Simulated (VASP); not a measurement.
Wanted: the native input for a VASP 6.6.1 run.

```yaml
Task: single point
Functional: PBE
Potentials_or_basis: VASP PAW PBE potentials, release 64 (Sc_sv, Al)
Cutoff: 520 eV
k_mesh: 6 × 6 × 6
Occupations: gaussian, width 0.1 eV
Spin: no spin polarisation
Dipole_correction: no
Further_INCAR_settings: ALGO = Normal; EDIFF = 1e-07; NBANDS = 18
```

The structure of ScAl3 lies in POSCAR:

```
ScAl3
1.0
    0.0000000000      3.1466967000      3.1466967000
    3.1466967000      0.0000000000      3.1466967000
    3.1466967000      3.1466967000      0.0000000000
Sc Al
1 3
Direct
    0.0000000000      0.0000000000      0.0000000000
    0.5000000000      0.5000000000      0.5000000000
    0.2500000000      0.2500000000      0.2500000000
    0.7500000000      0.7500000000      0.7500000000
```

These files were run (other wordings do the same):

INCAR

```
PREC = Accurate
ENCUT = 520
EDIFF = 1E-7
ISMEAR = 0
SIGMA = 0.1
LREAL = F
LASPH = T
NELM = 80
ALGO = Normal
ISIF = 2
LWAVE = F
LCHARG = T
GGA = PE
LELF = T
LVHAR = T
NBANDS = 18
```

KPOINTS

```
regular mesh
0
Gamma
  6 6 6
```

Potentials or basis: VASP PAW PBE potentials, release 64 (Sc_sv, Al).

The run is started by

```console
$ cat potpaw_PBE.64/Sc_sv/POTCAR potpaw_PBE.64/Al/POTCAR > POTCAR
$ mpirun -np 1 vasp_std > vasp.out
```

Results of the run:

The pressure is 13.8 GPa and the band gap on the k mesh is zero (band 10 reaches 8.67 eV, above the bottom of band 11 at 7.64 eV).

It took 11 s on 1 thread of Intel(R) Xeon(R) 6975P-C (Granite Rapids) (shared host), peak memory 0.2 GiB.
